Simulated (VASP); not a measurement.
# BaZrO3 (Pm-3m) in VASP: a series of runs

Runs on BaZrO3. Level: PBE. Tasks: single point.

Program: VASP 6.6.1. These are calculated values, not measurements. Logs are shortened: lines on timing, memory, paths and dates and some standing lists are left out, and cuts for length are marked.

**1. The cell of the first run**

It takes space group Pm-3m (No. 221, cubic). Conventional cell: a = 4.184 Å, b = 4.184 Å, c = 4.184 Å, α = 90.00°, β = 90.00°, γ = 90.00°. Within 3.9 Å of Ba (site symmetry m-3m) lie 12 O at 2.96 Å and 8 Zr at 3.62 Å. Zr (site symmetry m-3m) has 6 O at 2.09 Å within 2.8 Å. O (site symmetry 4/mmm) has 2 Zr at 2.09 Å within 2.8 Å.

**2. Single point, PBE (volume scaled by 0.97)**

Input file INCAR:

```
SYSTEM = BaZrO3
PREC = Accurate
ENCUT = 910
EDIFF = 1E-6
ISMEAR = 0
SIGMA = 0.02
LREAL = .False.
LASPH = .True.
NELM = 120
ALGO = Normal
ISIF = 2
LWAVE = .False.
LCHARG = .False.
GGA = PE
NBANDS = 28
GGA_COMPAT = .False.
```

Input file KPOINTS:

```
Automatic mesh
0
Gamma
  6 6 6
  0 0 0
```

Input file POSCAR:

```
BaZrO3
1.0
    4.1844611199      0.0000000000      0.0000000000
    0.0000000000      4.1844611199      0.0000000000
    0.0000000000      0.0000000000      4.1844611199
Ba Zr O
1 1 3
Direct
    0.0000000000      0.0000000000      0.0000000000
    0.5000000000      0.5000000000      0.5000000000
    0.0000000000      0.5000000000      0.5000000000
    0.5000000000      0.0000000000      0.5000000000
    0.5000000000      0.5000000000      0.0000000000
```

Potentials or basis: VASP PAW PBE potentials, release 64 (Ba_sv, Zr_sv, O_h).

Started as:

```sh
cat potpaw_PBE.64/Ba_sv/POTCAR potpaw_PBE.64/Zr_sv/POTCAR potpaw_PBE.64/O_h/POTCAR > POTCAR
mpirun -np 1 vasp_std > vasp.out
```

OUTCAR:

```text
SYSTEM = BaZrO3
   PREC = Accurate
   ENCUT = 910
   EDIFF = 1E-6
   ISMEAR = 0
   LREAL = .False.
   LASPH = .True.
   NELM = 120
   ISIF = 2
   GGA = PE

 ion  position               nearest neighbor table
   1  0.000  0.000  0.000-   3 2.96   4 2.96   5 2.96   3 2.96   4 2.96   3 2.96   5 2.96   3 2.96
                             4 2.96   5 2.96   4 2.96   5 2.96   2 3.62   2 3.62   2 3.62   2 3.62
   2  0.500  0.500  0.500-   3 2.09   4 2.09   5 2.09   5 2.09   4 2.09   3 2.09   1 3.62   1 3.62
                             1 3.62   1 3.62   1 3.62   1 3.62   1 3.62   1 3.62
   3  0.000  0.500  0.500-   2 2.09   2 2.09   1 2.96   1 2.96   1 2.96   1 2.96
   4  0.500  0.000  0.500-   2 2.09   2 2.09   1 2.96   1 2.96   1 2.96   1 2.96
   5  0.500  0.500  0.000-   2 2.09   2 2.09   1 2.96   1 2.96   1 2.96   1 2.96

  LATTYP: Found a simple cubic cell.
 ALAT       =     4.1844611199

  Lattice vectors:

 A1 = (   4.1844611199,   0.0000000000,   0.0000000000)
 A2 = (   0.0000000000,   4.1844611199,   0.0000000000)
 A3 = (   0.0000000000,   0.0000000000,   4.1844611199)

Analysis of symmetry for initial positions (statically):
=====================================================================
 Subroutine PRICEL returns:
 Original cell was already a primitive cell.

 Routine SETGRP: Setting up the symmetry group for a
 simple cubic supercell.

 Subroutine GETGRP returns: Found 48 space group operations
 (whereof 48 operations were pure point group operations)
 out of a pool of 48 trial point group operations.

The static configuration has the point symmetry O_h .

Analysis of symmetry for dynamics (positions and initial velocities):
=====================================================================
 Subroutine PRICEL returns:
 Original cell was already a primitive cell.

 Routine SETGRP: Setting up the symmetry group for a
 simple cubic supercell.

 Subroutine GETGRP returns: Found 48 space group operations
 (whereof 48 operations were pure point group operations)
 out of a pool of 48 trial point group operations.

The dynamic configuration has the point symmetry O_h .

 Subroutine INISYM returns: Found 48 space group operations
 (whereof 48 operations are pure point group operations),
 and found     1 'primitive' translations

----------------------------------------------------------------------------------------

                                     Primitive cell

  volume of cell :      73.2687

  direct lattice vectors                    reciprocal lattice vectors
     4.184461120  0.000000000  0.000000000     0.238979398  0.000000000  0.000000000
     0.000000000  4.184461120  0.000000000     0.000000000  0.238979398  0.000000000
     0.000000000  0.000000000  4.184461120     0.000000000  0.000000000  0.238979398

  length of vectors
     4.184461120  4.184461120  4.184461120     0.238979398  0.238979398  0.238979398

  position of ions in fractional coordinates (direct lattice)
     0.000000000  0.000000000  0.000000000
     0.500000000  0.500000000  0.500000000
     0.000000000  0.500000000  0.500000000
     0.500000000  0.000000000  0.500000000
     0.500000000  0.500000000  0.000000000

  ion indices of the primitive-cell ions
   primitive index   ion index
                 1           1
                 2           2
                 3           3
                 4           4
                 5           5

----------------------------------------------------------------------------------------

 KPOINTS: Automatic mesh

Automatic generation of k-mesh.
 Grid dimensions read from file:
 generate k-points for:    6    6    6

 Generating k-lattice:

  Cartesian coordinates                     Fractional coordinates (reciprocal lattice)
     0.039829900  0.000000000  0.000000000     0.166666667  0.000000000  0.000000000
     0.000000000  0.039829900  0.000000000     0.000000000  0.166666667  0.000000000
     0.000000000  0.000000000  0.039829900     0.000000000  0.000000000  0.166666667

  Length of vectors
     0.039829900  0.039829900  0.039829900

  Shift w.r.t. Gamma in fractional coordinates (k-lattice)
     0.000000000  0.000000000  0.000000000

 Subroutine IBZKPT returns following result:
 ===========================================

 Found     20 irreducible k-points:

 Following reciprocal coordinates:
            Coordinates               Weight
  0.000000  0.000000  0.000000      1.000000
  0.166667  0.000000  0.000000      6.000000
  0.333333  0.000000  0.000000      6.000000
  0.500000  0.000000  0.000000      3.000000
  0.166667  0.166667  0.000000     12.000000
  0.333333  0.166667  0.000000     24.000000
[... 12 lines left out ...]
  0.500000  0.500000  0.333333      6.000000
  0.500000  0.500000  0.500000      1.000000
   k-points           NKPTS =     20   k-points in BZ     NKDIM =     20   number of bands    NBANDS=     28
   number of dos      NEDOS =    301   number of ions     NIONS =      5
   total plane-waves  NPLWV =  74088
   dimension x,y,z NGX =    42 NGY =   42 NGZ =   42
   dimension x,y,z NGXF=    84 NGYF=   84 NGZF=   84
   ions per type =               1   1   3
   NGX,Y,Z   is equivalent  to a cutoff of  16.69, 16.69, 16.69 a.u.
   NGXF,Y,Z  is equivalent  to a cutoff of  33.37, 33.37, 33.37 a.u.
 SYSTEM =  BaZrO3
   PREC   = accura    normal or accurate (medium, high low for compatibility)
   ISTART =      0    job   : 0-new  1-cont  2-samecut
   ICHARG =      2    charge: 1-file 2-atom 10-const
   ISPIN  =      1    spin polarized calculation?
   LNONCOLLINEAR =      F non collinear calculations
   LSORBIT =      F    spin-orbit coupling
   LASPH  =      T    aspherical Exc in radial PAW
   ENCUT  =  910.0 eV  66.88 Ry    8.18 a.u.  10.29 10.29 10.29*2*pi/ulx,y,z
   NELM   =    120;   NELMIN=  2; NELMDL= -5     # of ELM steps
   EDIFF  = 0.1E-05   stopping-criterion for ELM
   LREAL  =      F    real-space projection
[... 7 lines left out ...]
   TEBEG  =    0.0;   TEEND  =   0.0 temperature during run
   PSTRESS=    0.0 pullay stress
   NELECT =      40.0000    total number of electrons
   NUPDOWN=      -1.0000    fix difference up-down
   EMIN   =  10.00;   EMAX   =-10.00  energy-range for DOS
   EFERMI =   0.00;   METHOD = LEGACY
   ISMEAR =     0;   SIGMA  =   0.02  broadening in eV -4-tet -1-fermi 0-gaus
   EFERMI_NEDOS =   21; number of points for ismear=-14 and -15
   IALGO  =     38    algorithm
   IMIX   =      4    mixing-type and parameters
     AMIX     =   0.40;   BMIX     =  1.00
     AMIX_MAG =   1.60;   BMIX_MAG =  1.00
  volume/ion in A,a.u.               =      14.65        98.89
  Fermi-wavevector in a.u.,A,eV,Ry     =   1.337997  2.528449 24.357656  1.790237
  Thomas-Fermi vector in A             =   2.466502
   LORBIT       =      0    0 simple, 1 ext, 2 COOP (PROOUT), +10 PAW based schemes
   GGA     = PE    functional components
   LHFCALC =     F    Hartree Fock is set to
   AEXX    =    0.0000 exact exchange contribution
   IVDW    =     0    specifies the selected vdW correction
   LEPSILON=     F    determine dielectric tensor
   LRPA    =     F    only Hartree local field effects (RPA)
 non-spin polarized calculation
 Gauss-broadening in eV      SIGMA  =   0.02
  energy-cutoff  :      910.00
  volume of cell :       73.27
 maximum number of plane-waves:      4632
 NGX is ok and might be reduce to    42
   NGX = 21   NGY = 21   NGZ = 21

 number of electron      40.0000012 magnetization

 Free energy of the ion-electron system (eV)
  ---------------------------------------------------
  ext. energy  EPLUGINS =         0.00000000
  ---------------------------------------------------
  free energy    TOTEN  =       -41.69588006 eV

  energy without entropy =      -41.69588006  energy(sigma->0) =      -41.69588006

 E-fermi :   4.3426     XC(G=0): -10.7993

 val. band max:        4.1355998942   @ k =   0.5000   0.5000   0.5000
 cond. band min:       7.3409316363   @ k =   0.0000   0.0000   0.0000
 fundamental gap:      3.2053317422
 Fermi energy:         4.3425815095

 k-point     1 :       0.0000    0.0000    0.0000
  band No.  band energies     occupation
      1     -42.8490      2.00000
      2     -21.1606      2.00000
      3     -21.0172      2.00000
      4     -21.0172      2.00000
      5     -21.0172      2.00000
      6     -12.2410      2.00000
[... 20 lines left out ...]
     27      11.6401      0.00000
     28      11.6401      0.00000

 k-point     2 :       0.1667    0.0000    0.0000
  band No.  band energies     occupation
      1     -42.8481      2.00000
      2     -21.2384      2.00000
      3     -21.0154      2.00000
      4     -21.0154      2.00000
      5     -20.9892      2.00000
      6     -12.2494      2.00000
[... 20 lines left out ...]
     27      11.6413      0.00000
     28      12.3573      0.00000

 k-point     3 :       0.3333    0.0000    0.0000
  band No.  band energies     occupation
      1     -42.8464      2.00000
      2     -21.3705      2.00000
      3     -21.0118      2.00000
      4     -21.0118      2.00000
      5     -20.9510      2.00000
      6     -12.3579      2.00000
[... 20 lines left out ...]
     27      11.7616      0.00000
     28      12.0447      0.00000

 k-point     4 :       0.5000    0.0000    0.0000
  band No.  band energies     occupation
      1     -42.8455      2.00000
      2     -21.4316      2.00000
      3     -21.0100      2.00000
      4     -21.0100      2.00000
      5     -20.9344      2.00000
      6     -12.4188      2.00000
[... 20 lines left out ...]
     27      11.6235      0.00000
     28      12.6873      0.00000

 k-point     5 :       0.1667    0.1667    0.0000
  band No.  band energies     occupation
      1     -42.8473      2.00000
      2     -21.2561      2.00000
      3     -21.0818      2.00000
      4     -21.0137      2.00000
      5     -20.9555      2.00000
      6     -12.1996      2.00000
[... 20 lines left out ...]
     27      12.0816      0.00000
     28      12.2883      0.00000

 k-point     6 :       0.3333    0.1667    0.0000
  band No.  band energies     occupation
      1     -42.8455      2.00000
      2     -21.3451      2.00000
      3     -21.0928      2.00000
      4     -21.0102      2.00000
      5     -20.9511      2.00000
      6     -12.2440      2.00000
[... 339 lines left out ...]
      5     -21.0128      2.00000
      6     -11.4546      2.00000
[... 20 lines left out ...]
     27      12.4593      0.00000
     28      12.4593      0.00000

 k-point    18 :       0.5000    0.3333    0.3333
  band No.  band energies     occupation
      1     -42.8405      2.00000
      2     -21.2759      2.00000
      3     -21.1990      2.00000
      4     -21.1970      2.00000
      5     -21.0309      2.00000
      6     -11.3957      2.00000
[... 20 lines left out ...]
     27      12.4256      0.00000
     28      13.1134      0.00000

 k-point    19 :       0.5000    0.5000    0.3333
  band No.  band energies     occupation
      1     -42.8397      2.00000
      2     -21.2588      2.00000
      3     -21.2588      2.00000
      4     -21.1957      2.00000
      5     -21.0370      2.00000
      6     -11.2991      2.00000
[... 20 lines left out ...]
     27      12.6867      0.00000
     28      13.4384      0.00000

 k-point    20 :       0.5000    0.5000    0.5000
  band No.  band energies     occupation
      1     -42.8388      2.00000
      2     -21.2563      2.00000
      3     -21.2563      2.00000
      4     -21.2563      2.00000
      5     -21.0277      2.00000
      6     -11.0107      2.00000
[... 20 lines left out ...]
     27      13.3155      0.00000
     28      13.3155      0.00000

------------------------ aborting loop because EDIFF is reached ----------------------------------------

  FORCE on cell =-STRESS in cart. coord.  units (eV):
  Direction    XX          YY          ZZ          XY          YZ          ZX
  --------------------------------------------------------------------------------------
  -------------------------------------------------------------------------------------
  Total        2.6065814      2.6065814      2.6065814      0.0000000      0.0000000      0.0000000
  in kB       56.9984791     56.9984791     56.9984791      0.0000000      0.0000000      0.0000000
  external PRESSURE =      56.9984791 kB  Pullay stress =       0.0000000 kB

 VOLUME and BASIS-vectors are now :
 -----------------------------------------------------------------------------
  energy-cutoff  :      910.00
  volume of cell :       73.27
      direct lattice vectors                 reciprocal lattice vectors
     4.184461120  0.000000000  0.000000000     0.238979398  0.000000000  0.000000000
     0.000000000  4.184461120  0.000000000     0.000000000  0.238979398  0.000000000
     0.000000000  0.000000000  4.184461120     0.000000000  0.000000000  0.238979398

 POSITION                                       TOTAL-FORCE (eV/Angst)
 -----------------------------------------------------------------------------------
      0.00000      0.00000      0.00000         0.000000      0.000000      0.000000
      2.09223      2.09223      2.09223         0.000000      0.000000      0.000000
      0.00000      2.09223      2.09223         0.000000      0.000000      0.000000
      2.09223      0.00000      2.09223         0.000000      0.000000      0.000000
      2.09223      2.09223      0.00000         0.000000      0.000000      0.000000
 -----------------------------------------------------------------------------------
    total drift:                                0.000000     -0.000000     -0.000000

  FREE ENERGIE OF THE ION-ELECTRON SYSTEM (eV)
  ---------------------------------------------------
  free  energy   TOTEN  =       -41.6958800557 eV

  energy  without entropy=      -41.6958800557  energy(sigma->0) =      -41.69588006
```

It took 93 s on 1 thread of AMD EPYC 7R43 (Zen 3), shared host; peak memory 0.27 GiB.

What came out:

| Quantity | Value |
| --- | --- |
| Free energy | -41.6959 eV |
| Pressure | 5.7 GPa |
| Band gap on the k mesh | 3.21 eV, indirect (least direct gap 3.42 eV) |

Levels at points of the mesh, in eV from the valence-band top:
| k point | band 17 | band 18 | band 19 | band 20 | band 21 | band 22 | band 23 | band 24 |
| --- | --- | --- | --- | --- | --- | --- | --- | --- |
| (0.00, 0.00, 0.00) | -0.99 | -0.22 | -0.22 | -0.22 | 3.21 | 3.21 | 3.21 | 4.66 |
| (0.50, 0.00, 0.00) | -1.74 | -1.69 | -0.44 | -0.44 | 3.66 | 5.75 | 5.75 | 6.45 |
| (0.50, 0.50, 0.00) | -0.93 | -0.93 | -0.77 | -0.08 | 5.71 | 5.71 | 6.49 | 6.53 |
| (0.50, 0.50, 0.50) | -2.54 | 0.00 | 0.00 | 0.00 | 6.00 | 6.00 | 6.00 | 7.05 |

Caveat: the cutoff is under 1.25 times the usual one of these potentials, so pressure, stress and relaxed cells hold a basis-set (Pulay) error; spin-orbit coupling is left out, which moves the levels of the heavy elements. A k mesh can miss the band edges.

**3. Single point, PBE (volume scaled by 0.94)**

Input file INCAR:

```
SYSTEM = BaZrO3
  PREC = Accurate
  ENCUT = 910
  EDIFF = 1E-6
  ISMEAR = 0
  SIGMA = 0.02
  LREAL = .False.
  LASPH = .True.
  NELM = 120
  ALGO = Normal
  ISIF = 2
  LWAVE = .False.
  LCHARG = .False.
  GGA = PE
  NBANDS = 28
  GGA_COMPAT = .False.
```

KPOINTS is that of step 2.

Edit POSCAR of step 2 so:

```diff
@@ -2,5 +2,5 @@
 1.0
-    4.1844611199      0.0000000000      0.0000000000
-    0.0000000000      4.1844611199      0.0000000000
-    0.0000000000      0.0000000000      4.1844611199
+    4.1408698133      0.0000000000      0.0000000000
+    0.0000000000      4.1408698133      0.0000000000
+    0.0000000000      0.0000000000      4.1408698133
 Ba Zr O
```

Potentials or basis: VASP PAW PBE potentials, release 64 (Ba_sv, Zr_sv, O_h).

Started as:

```sh
cat potpaw_PBE.64/Ba_sv/POTCAR potpaw_PBE.64/Zr_sv/POTCAR potpaw_PBE.64/O_h/POTCAR > POTCAR
mpirun -np 1 vasp_std > vasp.out
```

It took 84 s on 1 thread of Intel Xeon Platinum 8259CL at 2.50GHz (Skylake/Cascade Lake), shared host; peak memory 0.31 GiB.

Results (log left out):

```
Free energy            : -41.5698 eV
Pressure               : 11.6 GPa
Band gap on the k mesh : 3.27 eV, indirect (least direct gap 3.45 eV)
```

Levels at points of the mesh, in eV from the valence-band top:
```csv
k point,band 18,band 19,band 20,band 21,band 22,band 23
"(0.00, 0.00, 0.00)",-0.18,-0.18,-0.18,3.27,3.27,3.27
"(0.50, 0.00, 0.00)",-1.78,-0.39,-0.39,3.75,5.96,5.96
"(0.50, 0.50, 0.00)",-0.92,-0.69,-0.08,5.92,5.92,6.67
"(0.50, 0.50, 0.50)",0.00,0.00,0.00,6.13,6.13,6.13
```

Caveat: the cutoff is under 1.25 times the usual one of these potentials, so pressure, stress and relaxed cells hold a basis-set (Pulay) error; spin-orbit coupling is left out, which moves the levels of the heavy elements. A k mesh can miss the band edges.
